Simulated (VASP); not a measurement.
# Be2C (Fm-3m) in VASP: settings compared

Aim: see how the results for Be2C move with the level of theory and the settings. Levels: r2SCAN, HSE06, PBE0. Tasks: relaxation of cell and atoms, single point.

All numbers are computed with VASP 6.6.1; they aren't measurements. Logs are shortened: lines on timing, memory, paths and dates and some standing lists are left out, and cuts for length are marked.

### Step 1. The cell of the first run

It takes space group Fm-3m (No. 225, cubic). The conventional cell has a = 4.328 Å, b = 4.328 Å, c = 4.328 Å, α = 90.00°, β = 90.00°, γ = 90.00°. Within 2.5 Å of C (site symmetry m-3m) lie 8 Be at 1.87 Å. Be (site symmetry -43m) has 4 C at 1.87 Å and 6 Be at 2.16 Å within 2.5 Å.

### Step 2. Relaxation of cell and atoms, r2SCAN

The input, POSCAR:

```
Be2C
1.0
    0.0000000000      2.1641905671      2.1641905671
    2.1641905671      0.0000000000      2.1641905671
    2.1641905671      2.1641905671      0.0000000000
C Be
1 2
Direct
    0.0000000000      0.0000000000      0.0000000000
    0.2500000000      0.2500000000      0.2500000000
    0.7500000000      0.7500000000      0.7500000000
```

The input, INCAR.step1:

```
SYSTEM = Be2C
  PREC = Accurate
  ENCUT = 660
  ISMEAR = -1
  SIGMA = 0.02
  LREAL = .False.
  LASPH = .True.
  NELM = 120
  GGA = PE
  ALGO = Normal
  EDIFF = 1E-5
  LWAVE = .True.
  LCHARG = .False.
  GGA_COMPAT = .False.
  IBRION = 2
  ISIF = 3
  EDIFFG = -0.005
  NELMIN = 4
  NSW = 100
```

The input, INCAR.step2:

```
SYSTEM = Be2C
  PREC = Accurate
  ENCUT = 660
  EDIFF = 1E-7
  ISMEAR = -1
  SIGMA = 0.02
  LREAL = .False.
  LASPH = .True.
  NELM = 120
  ALGO = Normal
  ISIF = 3
  LWAVE = .False.
  LCHARG = .False.
  METAGGA = R2SCAN
  LMIXTAU = .True.
  IBRION = 2
  NSW = 80
  EDIFFG = -0.005
  ISTART = 1
  GGA_COMPAT = .False.
  NELMIN = 4
```

The input, KPOINTS:

```
Automatic mesh
0
Gamma
  10 10 10
  0 0 0
```

Potentials or basis: VASP PAW PBE potentials, release 64 (C, Be).

Run with:

```console
> cat potpaw_PBE.64/C/POTCAR potpaw_PBE.64/Be/POTCAR > POTCAR
> cp INCAR.step1 INCAR
> mpirun -np 1 vasp_std > vasp.out
> cp INCAR.step2 INCAR
> mpirun -np 1 vasp_std > vasp.out
```

OUTCAR:

```text
SYSTEM = Be2C
   PREC = Accurate
   ENCUT = 660
   EDIFF = 1E-7
   ISMEAR = -1
   LREAL = .False.
   LASPH = .True.
   NELM = 120
   ISIF = 3
   METAGGA = R2SCAN
   IBRION = 2
   NSW = 80
   EDIFFG = -0.005
   ISTART = 1
   NELMIN = 4

 ion  position               nearest neighbor table
   1  0.000  0.000  0.000-   3 1.87   3 1.87   3 1.87   2 1.87   2 1.87   2 1.87   3 1.87   2 1.87

   2  0.250  0.250  0.250-   1 1.87   1 1.87   1 1.87   1 1.87   3 2.16   3 2.16   3 2.16   3 2.16
                             3 2.16   3 2.16
   3  0.750  0.750  0.750-   1 1.87   1 1.87   1 1.87   1 1.87   2 2.16   2 2.16   2 2.16   2 2.16
                             2 2.16   2 2.16

  LATTYP: Found a face centered cubic cell.
 ALAT       =     4.3283811342

  Lattice vectors:

 A1 = (   0.0000000000,   2.1641905671,   2.1641905671)
 A2 = (   2.1641905671,   0.0000000000,   2.1641905671)
 A3 = (   2.1641905671,   2.1641905671,   0.0000000000)

Analysis of symmetry for initial positions (statically):
=====================================================================
 Subroutine PRICEL returns:
 Original cell was already a primitive cell.

 Routine SETGRP: Setting up the symmetry group for a
 face centered cubic supercell.

 Subroutine GETGRP returns: Found 48 space group operations
 (whereof 48 operations were pure point group operations)
 out of a pool of 48 trial point group operations.

The static configuration has the point symmetry O_h .

Analysis of symmetry for dynamics (positions and initial velocities):
=====================================================================
 Subroutine PRICEL returns:
 Original cell was already a primitive cell.

 Routine SETGRP: Setting up the symmetry group for a
 face centered cubic supercell.

 Subroutine GETGRP returns: Found 48 space group operations
 (whereof 48 operations were pure point group operations)
 out of a pool of 48 trial point group operations.

The dynamic configuration has the point symmetry O_h .

 Subroutine INISYM returns: Found 48 space group operations
 (whereof 48 operations are pure point group operations),
 and found     1 'primitive' translations

----------------------------------------------------------------------------------------

                                     Primitive cell

  volume of cell :      20.2729

  direct lattice vectors                    reciprocal lattice vectors
     0.000000000  2.164190567  2.164190567    -0.231033259  0.231033259  0.231033259
     2.164190567  0.000000000  2.164190567     0.231033259 -0.231033259  0.231033259
     2.164190567  2.164190567  0.000000000     0.231033259  0.231033259 -0.231033259

  length of vectors
     3.060627652  3.060627652  3.060627652     0.400161343  0.400161343  0.400161343

  position of ions in fractional coordinates (direct lattice)
     0.000000000  0.000000000  0.000000000
     0.250000000  0.250000000  0.250000000
     0.750000000  0.750000000  0.750000000

  ion indices of the primitive-cell ions
   primitive index   ion index
                 1           1
                 2           2
                 3           3

----------------------------------------------------------------------------------------

 KPOINTS: Automatic mesh

Automatic generation of k-mesh.
 Grid dimensions read from file:
 generate k-points for:   10   10   10

 Generating k-lattice:

  Cartesian coordinates                     Fractional coordinates (reciprocal lattice)
    -0.023103326  0.023103326  0.023103326     0.100000000  0.000000000  0.000000000
     0.023103326 -0.023103326  0.023103326     0.000000000  0.100000000  0.000000000
     0.023103326  0.023103326 -0.023103326     0.000000000  0.000000000  0.100000000

  Length of vectors
     0.040016134  0.040016134  0.040016134

  Shift w.r.t. Gamma in fractional coordinates (k-lattice)
     0.000000000  0.000000000  0.000000000

 Subroutine IBZKPT returns following result:
 ===========================================

 Found     47 irreducible k-points:

 Following reciprocal coordinates:
            Coordinates               Weight
  0.000000  0.000000  0.000000      1.000000
  0.100000  0.000000  0.000000      8.000000
  0.200000  0.000000  0.000000      8.000000
  0.300000  0.000000  0.000000      8.000000
  0.400000  0.000000  0.000000      8.000000
  0.500000  0.000000  0.000000      4.000000
[... 16 lines left out ...]
  0.300000  0.300000  0.000000      6.000000
  0.400000  0.300000  0.000000     24.000000
 [... further k-points ...]
   k-points           NKPTS =     47   k-points in BZ     NKDIM =     47   number of bands    NBANDS=      8
   number of dos      NEDOS =    301   number of ions     NIONS =      3
   total plane-waves  NPLWV =  21952
   dimension x,y,z NGX =    28 NGY =   28 NGZ =   28
   dimension x,y,z NGXF=    56 NGYF=   56 NGZF=   56
   ions per type =               1   2
   NGX,Y,Z   is equivalent  to a cutoff of  15.21, 15.21, 15.21 a.u.
   NGXF,Y,Z  is equivalent  to a cutoff of  30.42, 30.42, 30.42 a.u.
 SYSTEM =  Be2C
   PREC   = accura    normal or accurate (medium, high low for compatibility)
   ISTART =      1    job   : 0-new  1-cont  2-samecut
   ICHARG =      0    charge: 1-file 2-atom 10-const
   ISPIN  =      1    spin polarized calculation?
   LNONCOLLINEAR =      F non collinear calculations
   LSORBIT =      F    spin-orbit coupling
   LASPH  =      T    aspherical Exc in radial PAW
   ENCUT  =  660.0 eV  48.51 Ry    6.96 a.u.   6.41  6.41  6.41*2*pi/ulx,y,z
   NELM   =    120;   NELMIN=  4; NELMDL=  0     # of ELM steps
   EDIFF  = 0.1E-06   stopping-criterion for ELM
   LREAL  =      F    real-space projection
   EDIFFG = -.5E-02   stopping-criterion for IOM
   NSW    =     80    number of steps for IOM
   IBRION =      2    ionic relax: 0-MD 1-quasi-New 2-CG
   NFREE  =      1    steps in history (QN), initial steepest desc. (CG)
   ISIF   =      3    stress and relaxation
   ISYM   =      2    0-nonsym 1-usesym 2-fastsym
   POTIM  = 0.5000    time-step for ionic-motion
   TEBEG  =    0.0;   TEEND  =   0.0 temperature during run
   PSTRESS=    0.0 pullay stress
   NELECT =       8.0000    total number of electrons
   NUPDOWN=      -1.0000    fix difference up-down
   EMIN   =  10.00;   EMAX   =-10.00  energy-range for DOS
   EFERMI =   0.00;   METHOD = LEGACY
   ISMEAR =    -1;   SIGMA  =   0.02  broadening in eV -4-tet -1-fermi 0-gaus
   EFERMI_NEDOS =   21; number of points for ismear=-14 and -15
   IALGO  =     38    algorithm
   IMIX   =      4    mixing-type and parameters
     AMIX     =   0.40;   BMIX     =  1.00
     AMIX_MAG =   1.60;   BMIX_MAG =  1.00
  volume/ion in A,a.u.               =       6.76        45.60
  Fermi-wavevector in a.u.,A,eV,Ry     =   1.200787  2.269158 19.618098  1.441890
  Thomas-Fermi vector in A             =   2.336614
   LORBIT       =      0    0 simple, 1 ext, 2 COOP (PROOUT), +10 PAW based schemes
   METAGGA = R2SCAN    functional components
   LHFCALC =     F    Hartree Fock is set to
   AEXX    =    0.0000 exact exchange contribution
   IVDW    =     0    specifies the selected vdW correction
   LEPSILON=     F    determine dielectric tensor
   LRPA    =     F    only Hartree local field effects (RPA)
 conjugate gradient relaxation of ions
 non-spin polarized calculation
  energy-cutoff  :      660.00
  volume of cell :       20.27
 maximum number of plane-waves:       801
 NGX is ok and might be reduce to    28
   NGX = 13   NGY = 13   NGZ = 13

--------------------------------------- Ionic step        1  -------------------------------------------

 number of electron       8.0000000 magnetization

 Free energy of the ion-electron system (eV)
  ---------------------------------------------------
  ext. energy  EPLUGINS =         0.00000000
  ---------------------------------------------------
  free energy    TOTEN  =       -19.47623862 eV

  energy without entropy =      -19.47623862  energy(sigma->0) =      -19.47623862

------------------------ aborting loop because EDIFF is reached ----------------------------------------

  FORCE on cell =-STRESS in cart. coord.  units (eV):
  Direction    XX          YY          ZZ          XY          YZ          ZX
  --------------------------------------------------------------------------------------
  -------------------------------------------------------------------------------------
  Total       -0.0342416     -0.0342416     -0.0342416      0.0000000      0.0000000     -0.0000000
  in kB       -2.7061292     -2.7061292     -2.7061292      0.0000000      0.0000000     -0.0000000
  external PRESSURE =      -2.7061292 kB  Pullay stress =       0.0000000 kB

 VOLUME and BASIS-vectors are now :
 -----------------------------------------------------------------------------
  energy-cutoff  :      660.00
  volume of cell :       20.27
      direct lattice vectors                 reciprocal lattice vectors
     0.000000000  2.164190567  2.164190567    -0.231033259  0.231033259  0.231033259
     2.164190567  0.000000000  2.164190567     0.231033259 -0.231033259  0.231033259
     2.164190567  2.164190567  0.000000000     0.231033259  0.231033259 -0.231033259

 POSITION                                       TOTAL-FORCE (eV/Angst)
 -----------------------------------------------------------------------------------
      0.00000      0.00000      0.00000        -0.000000     -0.000000      0.000000
      1.08210      1.08210      1.08210         0.000000      0.000000      0.000000
      3.24629      3.24629      3.24629         0.000000     -0.000000     -0.000000
 -----------------------------------------------------------------------------------
    total drift:                               -0.000000     -0.000000      0.000000

  FREE ENERGIE OF THE ION-ELECTRON SYSTEM (eV)
  ---------------------------------------------------
  free  energy   TOTEN  =       -19.4762386246 eV

  energy  without entropy=      -19.4762386246  energy(sigma->0) =      -19.47623862

--------------------------------------- Ionic step        2  -------------------------------------------

 number of electron       8.0000000 magnetization

 Free energy of the ion-electron system (eV)
  ---------------------------------------------------
  ext. energy  EPLUGINS =         0.00000000
  ---------------------------------------------------
  free energy    TOTEN  =       -19.47625584 eV

  energy without entropy =      -19.47625584  energy(sigma->0) =      -19.47625584

 E-fermi :   8.1980     XC(G=0): -12.0321

 val. band max:        7.7359649245   @ k =   0.0000   0.0000   0.0000
 cond. band min:       9.2606406726   @ k =   0.5000   0.5000   0.0000
 fundamental gap:      1.5246757482
 Fermi energy:         8.1980078233

 k-point     1 :       0.0000    0.0000    0.0000
  band No.  band energies     occupation
      1      -8.2165      2.00000
      2       7.7360      2.00000
      3       7.7360      2.00000
      4       7.7360      2.00000
      5      12.3574      0.00000
      6      12.3574      0.00000
      7      12.3574      0.00000
      8      15.1587      0.00000

 k-point     2 :       0.1000    0.0000    0.0000
  band No.  band energies     occupation
      1      -8.0484      2.00000
      2       6.3686      2.00000
      3       7.4263      2.00000
      4       7.4263      2.00000
      5      12.8201      0.00000
      6      12.8201      0.00000
      7      13.2102      0.00000
      8      15.5807      0.00000
[... 221 lines left out ...]
 k-point    23 :       0.3000    0.3000    0.0000
  band No.  band energies     occupation
      1      -6.3075      2.00000
      2       3.4005      2.00000
      3       3.9183      2.00000
      4       3.9183      2.00000
      5      11.2679      0.00000
      6      13.3604      0.00000
      7      18.1892      0.00000
      8      18.1892      0.00000

 k-point    24 :       0.4000    0.3000    0.0000
  band No.  band energies     occupation
      1      -5.6164      2.00000
      2       1.9698      2.00000
      3       3.3860      2.00000
      4       3.5614      2.00000
      5      10.9025      0.00000
      6      13.9964      0.00000
      7      18.9169      0.00000
      8      19.0752      0.00000

 [... further k-points ...]
[... 5 lines left out ...]
  --------------------------------------------------------------------------------------
  -------------------------------------------------------------------------------------
  Total        0.0083425      0.0083425      0.0083425      0.0000000     -0.0000000     -0.0000000
  in kB        0.6604024      0.6604024      0.6604024      0.0000000     -0.0000000     -0.0000000
  external PRESSURE =       0.6604024 kB  Pullay stress =       0.0000000 kB

 VOLUME and BASIS-vectors are now :
 -----------------------------------------------------------------------------
  energy-cutoff  :      660.00
  volume of cell :       20.24
      direct lattice vectors                 reciprocal lattice vectors
     0.000000000  2.162998886  2.162998886    -0.231160544  0.231160544  0.231160544
     2.162998886  0.000000000  2.162998886     0.231160544 -0.231160544  0.231160544
     2.162998886  2.162998886 -0.000000000     0.231160544  0.231160544 -0.231160544

 POSITION                                       TOTAL-FORCE (eV/Angst)
 -----------------------------------------------------------------------------------
      4.32600      2.16300      2.16300         0.000000      0.000000      0.000000
      1.08150      1.08150      1.08150        -0.000000      0.000000     -0.000000
      3.24450      3.24450      3.24450         0.000000     -0.000000      0.000000
 -----------------------------------------------------------------------------------
    total drift:                                0.000000      0.000000      0.000000

  FREE ENERGIE OF THE ION-ELECTRON SYSTEM (eV)
  ---------------------------------------------------
  free  energy   TOTEN  =       -19.4762558411 eV

  energy  without entropy=      -19.4762558411  energy(sigma->0) =      -19.47625584

 reached required accuracy - stopping structural energy minimisation
```

Run time: 2.5 min. Hardware: 1 thread of Intel Xeon 8259CL, shared host; peak memory 0.16 GiB.

What came out:

| Item | Value |
| --- | --- |
| Free energy | -19.4763 eV |
| Relaxed volume | 6.75 Å³/atom |
| Relaxed cell | a = 3.059 Å, b = 3.059 Å, c = 3.059 Å, α = 60.00°, β = 60.00°, γ = 60.00° |
| Space group after relaxing (to 0.1 Å) | Fm-3m (No. 225) |
| Energy gained by relaxing | 0.0 meV/atom |
| Ionic steps | 2 |
| Pressure after relaxing | 0.1 GPa |
| Band gap on the k mesh | 1.52 eV (least direct gap 4.62 eV) |

Final structure:
```xyz
3
Lattice="0.0000 2.1630 2.1630 2.1630 0.0000 2.1630 2.1630 2.1630 0.0000" Properties=species:S:1:pos:R:3 pbc="T T T"
C     4.3260    2.1630    2.1630
Be    1.0815    1.0815    1.0815
Be    3.2445    3.2445    3.2445
```

Caveat: the PAW data sets were made with another functional, which shifts forces and pressure a little. A k mesh can miss the band edges.

[end of part 1 of 2]
